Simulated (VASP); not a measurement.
Here is a VASP 6.6.1 calculation.

INCAR

```
  PREC = Accurate
  ENCUT = 520
  EDIFF = 1E-7
  ISMEAR = 1
  SIGMA = 0.1
  LREAL = F
  LASPH = T
  NELM = 60
  ALGO = Normal
  ISIF = 2
  LWAVE = F
  LCHARG = F
  GGA = CA
  NBANDS = 10
```

The input KPOINTS:

```
Automatic mesh
0
Gamma
  9 9 9
```

The input POSCAR:

```
Ir
1.0
    2.4584647799      0.0000000000      0.0000000000
    0.0000000000      2.4584647799      0.0000000000
    0.0000000000      0.0000000000      2.4584647799
Ir
1
Direct
    0.0000000000      0.0000000000      0.0000000000
```

Potentials or basis: VASP PAW LDA potentials, release 64 (Ir).

Launch:

```console
$ cat potpaw_LDA.64/Ir/POTCAR > POTCAR
$ mpirun -np 1 vasp_std > vasp.out
```

Task: Estimate the pressure.

Result: 31.9 GPa.
